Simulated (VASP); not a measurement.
# Cu (P6_3/mmc) in VASP: notebook

The runs below take Cu through single point, with PBEsol.

Everything below comes from runs of VASP 6.6.1. Logs are shortened: lines on timing, memory, paths and dates and some standing lists are left out, and cuts for length are marked.

### Step 1. The cell of the first run

Symmetry: P6_3/mmc, No. 194, hexagonal system. Conventional cell: a = 2.531 Å, b = 2.531 Å, c = 8.262 Å, α = 90.00°, β = 90.00°, γ = 120.00°. Cu (site symmetry -3m) has 12 Cu at 2.53 Å within 3.3 Å. Cu (site symmetry -6m2) has 12 Cu at 2.53 Å within 3.3 Å.

### Step 2. Single point, PBEsol

File INCAR:

```
SYSTEM = Cu
PREC = Accurate
ENCUT = 520
EDIFF = 1E-6
ISMEAR = -1
SIGMA = 0.1
LREAL = .False.
LASPH = .True.
NELM = 60
ALGO = Normal
ISIF = 2
LWAVE = .False.
LCHARG = .False.
GGA = PS
NBANDS = 30
```

File KPOINTS:

```
regular mesh
0
Gamma
  12 12 3
  0 0 0
```

File POSCAR:

```
Cu
1.0
    2.5307600000      0.0000000000      0.0000000000
   -1.2653800000      2.1917100000      0.0000000000
    0.0000000000      0.0000000000      8.2618200000
Cu
4
Direct
    0.0000000000      0.0000000000      0.0000000000
    0.3333333333      0.6666666667      0.2500000000
    0.0000000000      0.0000000000      0.5000000000
    0.6666666667      0.3333333333      0.7500000000
```

Potentials or basis: VASP PAW PBE potentials, release 64 (Cu).

Launch:

```console
cat potpaw_PBE.64/Cu/POTCAR > POTCAR
mpirun -np 1 vasp_std > vasp.out
```

OUTCAR:

```text
SYSTEM = Cu
   PREC = Accurate
   ENCUT = 520
   EDIFF = 1E-6
   ISMEAR = -1
   LREAL = .False.
   LASPH = .True.
   NELM = 60
   ISIF = 2
   GGA = PS

 ion  position               nearest neighbor table
   1  0.000  0.000  0.000-   2 2.53   4 2.53   4 2.53   2 2.53   4 2.53   2 2.53
   2  0.333  0.667  0.250-   1 2.53   3 2.53   1 2.53   3 2.53   1 2.53   3 2.53
   3  0.000  0.000  0.500-   2 2.53   4 2.53   4 2.53   2 2.53   4 2.53   2 2.53
   4  0.667  0.333  0.750-   1 2.53   3 2.53   1 2.53   3 2.53   1 2.53   3 2.53

  LATTYP: Found a hexagonal cell.
 ALAT       =     2.5307600000
 C/A-ratio  =     3.2645608434

  Lattice vectors:

 A1 = (   2.5307600000,   0.0000000000,   0.0000000000)
 A2 = (  -1.2653800000,   2.1917100000,   0.0000000000)
 A3 = (   0.0000000000,   0.0000000000,   8.2618200000)

Analysis of symmetry for initial positions (statically):
=====================================================================
 Subroutine PRICEL returns:
 Original cell was already a primitive cell.

 Routine SETGRP: Setting up the symmetry group for a
 hexagonal supercell.

 Subroutine GETGRP returns: Found 24 space group operations
 (whereof 12 operations were pure point group operations)
 out of a pool of 24 trial point group operations.

The static configuration has the point symmetry D_3d.
 The point group associated with its full space group is D_6h.

Analysis of symmetry for dynamics (positions and initial velocities):
=====================================================================
 Subroutine PRICEL returns:
 Original cell was already a primitive cell.

 Routine SETGRP: Setting up the symmetry group for a
 hexagonal supercell.

 Subroutine GETGRP returns: Found 24 space group operations
 (whereof 12 operations were pure point group operations)
 out of a pool of 24 trial point group operations.

The dynamic configuration has the point symmetry D_3d.
 The point group associated with its full space group is D_6h.

 Subroutine INISYM returns: Found 24 space group operations
 (whereof 12 operations are pure point group operations),
 and found     1 'primitive' translations

----------------------------------------------------------------------------------------

                                     Primitive cell

  volume of cell :      45.8258

  direct lattice vectors                    reciprocal lattice vectors
     2.530760000  0.000000000  0.000000000     0.395138219  0.228132372  0.000000000
    -1.265380000  2.191710000  0.000000000     0.000000000  0.456264743  0.000000000
     0.000000000  0.000000000  8.261820000     0.000000000  0.000000000  0.121038706

  length of vectors
     2.530760000  2.530766538  8.261820000     0.456265922  0.456264743  0.121038706

  position of ions in fractional coordinates (direct lattice)
     0.000000000  0.000000000  0.000000000
     0.333333333  0.666666667  0.250000000
     0.000000000  0.000000000  0.500000000
     0.666666667  0.333333333  0.750000000

  ion indices of the primitive-cell ions
   primitive index   ion index
                 1           1
                 2           2
                 3           3
                 4           4

----------------------------------------------------------------------------------------

 KPOINTS: regular mesh

Automatic generation of k-mesh.
 Grid dimensions read from file:
 generate k-points for:   12   12    3

 Generating k-lattice:

  Cartesian coordinates                     Fractional coordinates (reciprocal lattice)
     0.032928185  0.019011031  0.000000000     0.083333333 -0.000000000  0.000000000
     0.000000000  0.038022062  0.000000000     0.000000000  0.083333333  0.000000000
     0.000000000  0.000000000  0.040346235     0.000000000  0.000000000  0.333333333

  Length of vectors
     0.038022160  0.038022062  0.040346235

  Shift w.r.t. Gamma in fractional coordinates (k-lattice)
     0.000000000  0.000000000  0.000000000

 Subroutine IBZKPT returns following result:
 ===========================================

 Found     38 irreducible k-points:

 Following reciprocal coordinates:
            Coordinates               Weight
  0.000000  0.000000  0.000000      1.000000
  0.083333  0.000000  0.000000      6.000000
  0.166667 -0.000000  0.000000      6.000000
  0.250000 -0.000000  0.000000      6.000000
  0.333333 -0.000000  0.000000      6.000000
  0.416667  0.000000  0.000000      6.000000
[... 16 lines left out ...]
  0.250000 -0.000000  0.333333     12.000000
  0.333333 -0.000000  0.333333     12.000000
 [... further k-points ...]
   k-points           NKPTS =     38   k-points in BZ     NKDIM =     38   number of bands    NBANDS=     30
   number of dos      NEDOS =    301   number of ions     NIONS =      4
   total plane-waves  NPLWV =  25600
   dimension x,y,z NGX =    20 NGY =   20 NGZ =   64
   dimension x,y,z NGXF=    40 NGYF=   40 NGZF=  128
   ions per type =               4
   NGX,Y,Z   is equivalent  to a cutoff of  13.14, 13.14, 12.88 a.u.
   NGXF,Y,Z  is equivalent  to a cutoff of  26.28, 26.28, 25.76 a.u.
 SYSTEM =  Cu
   PREC   = accura    normal or accurate (medium, high low for compatibility)
   ISTART =      0    job   : 0-new  1-cont  2-samecut
   ICHARG =      2    charge: 1-file 2-atom 10-const
   ISPIN  =      1    spin polarized calculation?
   LNONCOLLINEAR =      F non collinear calculations
   LSORBIT =      F    spin-orbit coupling
   LASPH  =      T    aspherical Exc in radial PAW
   ENCUT  =  520.0 eV  38.22 Ry    6.18 a.u.   4.71  4.71 15.36*2*pi/ulx,y,z
   NELM   =     60;   NELMIN=  2; NELMDL= -5     # of ELM steps
   EDIFF  = 0.1E-05   stopping-criterion for ELM
   LREAL  =      F    real-space projection
   EDIFFG = 0.1E-04   stopping-criterion for IOM
   NSW    =      0    number of steps for IOM
   IBRION =     -1    ionic relax: 0-MD 1-quasi-New 2-CG
   NFREE  =      0    steps in history (QN), initial steepest desc. (CG)
   ISIF   =      2    stress and relaxation
   ISYM   =      2    0-nonsym 1-usesym 2-fastsym
   POTIM  = 0.5000    time-step for ionic-motion
   TEBEG  =    0.0;   TEEND  =   0.0 temperature during run
   PSTRESS=    0.0 pullay stress
   NELECT =      44.0000    total number of electrons
   NUPDOWN=      -1.0000    fix difference up-down
   EMIN   =  10.00;   EMAX   =-10.00  energy-range for DOS
   EFERMI =   0.00;   METHOD = LEGACY
   ISMEAR =    -1;   SIGMA  =   0.10  broadening in eV -4-tet -1-fermi 0-gaus
   EFERMI_NEDOS =   21; number of points for ismear=-14 and -15
   IALGO  =     38    algorithm
   IMIX   =      4    mixing-type and parameters
     AMIX     =   0.40;   BMIX     =  1.00
     AMIX_MAG =   1.60;   BMIX_MAG =  1.00
  volume/ion in A,a.u.               =      11.46        77.31
  Fermi-wavevector in a.u.,A,eV,Ry     =   1.615062  3.052024 35.489769  2.608424
  Thomas-Fermi vector in A             =   2.709870
   LORBIT       =      0    0 simple, 1 ext, 2 COOP (PROOUT), +10 PAW based schemes
   GGA     = PS    functional components
   LHFCALC =     F    Hartree Fock is set to
   AEXX    =    0.0000 exact exchange contribution
   IVDW    =     0    specifies the selected vdW correction
   LEPSILON=     F    determine dielectric tensor
   LRPA    =     F    only Hartree local field effects (RPA)
 non-spin polarized calculation
  energy-cutoff  :      520.00
  volume of cell :       45.83
 maximum number of plane-waves:      1255
 NGX is ok and might be reduce to    20
   NGX =  9   NGY =  9   NGZ = 31

 number of electron      43.9999979 magnetization

 Free energy of the ion-electron system (eV)
  ---------------------------------------------------
  ext. energy  EPLUGINS =         0.00000000
  ---------------------------------------------------
  free energy    TOTEN  =       -17.22197658 eV

  energy without entropy =      -17.16933408  energy(sigma->0) =      -17.19565533

 E-fermi :   7.7108     XC(G=0): -13.0869

 val. band max:        7.6729888472   @ k =   0.1667   0.1667   0.3333
 cond. band min:       7.7455716092   @ k =   0.2500   0.0833   0.3333
 fundamental gap:      0.0725827620
 Fermi energy:         7.7107713900

 k-point     1 :       0.0000    0.0000    0.0000
  band No.  band energies     occupation
      1      -1.8420      2.00000
      2       0.3184      2.00000
      3       0.3308      2.00000
      4       2.5109      2.00000
      5       4.3913      2.00000
      6       4.3913      2.00000
[... 22 lines left out ...]
     29      29.9110      0.00000
     30      30.0531      0.00000

 k-point     2 :       0.0833    0.0000    0.0000
  band No.  band energies     occupation
      1      -1.6127      2.00000
      2       0.5227      2.00000
      3       0.5348      2.00000
      4       2.6467      2.00000
      5       4.2829      2.00000
      6       4.3377      2.00000
[... 22 lines left out ...]
     29      28.0158      0.00000
     30      28.0313      0.00000

 k-point     3 :       0.1667   -0.0000    0.0000
  band No.  band energies     occupation
      1      -0.9407      2.00000
      2       1.0973      2.00000
      3       1.1083      2.00000
      4       2.9948      2.00000
      5       4.0877      2.00000
      6       4.2087      2.00000
[... 22 lines left out ...]
     29      24.2437      0.00000
     30      24.2947      0.00000

 k-point     4 :       0.2500   -0.0000    0.0000
  band No.  band energies     occupation
      1       0.1125      2.00000
      2       1.8794      2.00000
      3       1.8886      2.00000
      4       3.3251      2.00000
      5       3.9362      2.00000
      6       3.9541      2.00000
[... 22 lines left out ...]
     29      22.0612      0.00000
     30      22.2210      0.00000

 k-point     5 :       0.3333   -0.0000    0.0000
  band No.  band energies     occupation
      1       1.3742      2.00000
      2       2.4767      2.00000
      3       2.4977      2.00000
      4       3.3333      2.00000
      5       3.6849      2.00000
      6       3.8347      2.00000
[... 22 lines left out ...]
     29      22.3491      0.00000
     30      22.4240      0.00000
[... 526 lines left out ...]
     29      27.0763      0.00000
     30      28.2844      0.00000

 k-point    22 :       0.1667   -0.0000    0.3333
  band No.  band energies     occupation
      1      -0.6946      2.00000
      2       0.0195      2.00000
      3       2.2556      2.00000
      4       2.8831      2.00000
      5       4.0780      2.00000
      6       4.2188      2.00000
[... 22 lines left out ...]
     29      25.2932      0.00000
     30      25.9209      0.00000

 k-point    23 :       0.2500   -0.0000    0.3333
  band No.  band energies     occupation
      1       0.3343      2.00000
      2       0.9667      2.00000
      3       2.7925      2.00000
      4       3.2693      2.00000
      5       3.8129      2.00000
      6       3.8352      2.00000
[... 22 lines left out ...]
     29      22.1302      0.00000
     30      24.0147      0.00000

 k-point    24 :       0.3333   -0.0000    0.3333
  band No.  band energies     occupation
      1       1.5317      2.00000
      2       1.9524      2.00000
      3       2.9678      2.00000
      4       3.2994      2.00000
      5       3.5542      2.00000
      6       3.6364      2.00000
[... 22 lines left out ...]
     29      19.7741      0.00000
     30      20.7524      0.00000

 [... further k-points ...]
[... 5 lines left out ...]
  --------------------------------------------------------------------------------------
  -------------------------------------------------------------------------------------
  Total       -0.2700220     -0.2700239     -0.2672347     -0.0000000     -0.0000000      0.0000000
  in kB       -9.4406085     -9.4406736     -9.3431582     -0.0000000     -0.0000000      0.0000000
  external PRESSURE =      -9.4081468 kB  Pullay stress =       0.0000000 kB

 VOLUME and BASIS-vectors are now :
 -----------------------------------------------------------------------------
  energy-cutoff  :      520.00
  volume of cell :       45.83
      direct lattice vectors                 reciprocal lattice vectors
     2.530760000  0.000000000  0.000000000     0.395138219  0.228132372  0.000000000
    -1.265380000  2.191710000  0.000000000     0.000000000  0.456264743  0.000000000
     0.000000000  0.000000000  8.261820000     0.000000000  0.000000000  0.121038706

 POSITION                                       TOTAL-FORCE (eV/Angst)
 -----------------------------------------------------------------------------------
      0.00000      0.00000      0.00000         0.000000      0.000000      0.000000
     -0.00000      1.46114      2.06546         0.000000     -0.000000      0.000000
      0.00000      0.00000      4.13091         0.000000      0.000000      0.000000
      1.26538      0.73057      6.19637        -0.000000      0.000000     -0.000000
 -----------------------------------------------------------------------------------
    total drift:                                0.000000     -0.000000      0.000000

  FREE ENERGIE OF THE ION-ELECTRON SYSTEM (eV)
  ---------------------------------------------------
  free  energy   TOTEN  =       -17.2219765766 eV

  energy  without entropy=      -17.1693340765  energy(sigma->0) =      -17.19565533
```

Wall time 21 s (1 thread of Intel Xeon 6975P-C (Granite Rapids), shared host); peak memory 0.18 GiB.

Results:

* Free energy: -17.2220 eV
* Pressure: -0.9 GPa
* Band gap on the k mesh: zero (band 22 reaches 11.12 eV, above the bottom of band 23 at 6.02 eV)

Levels at points of the mesh, in eV from the Fermi level:
| k point | band 19 | band 20 | band 21 | band 22 | band 23 | band 24 | band 25 | band 26 |
| --- | --- | --- | --- | --- | --- | --- | --- | --- |
| (0.00, 0.00, 0.00) | -2.09 | -1.93 | -1.93 | -1.63 | -1.63 | -1.05 | 3.97 | 12.75 |
| (0.50, 0.00, 0.00) | -1.49 | -1.47 | -0.63 | 0.41 | 1.03 | 1.61 | 4.78 | 4.80 |

Caveat: the PAW data sets were made with another functional, which shifts forces and pressure a little.

[end of part 1 of 2]
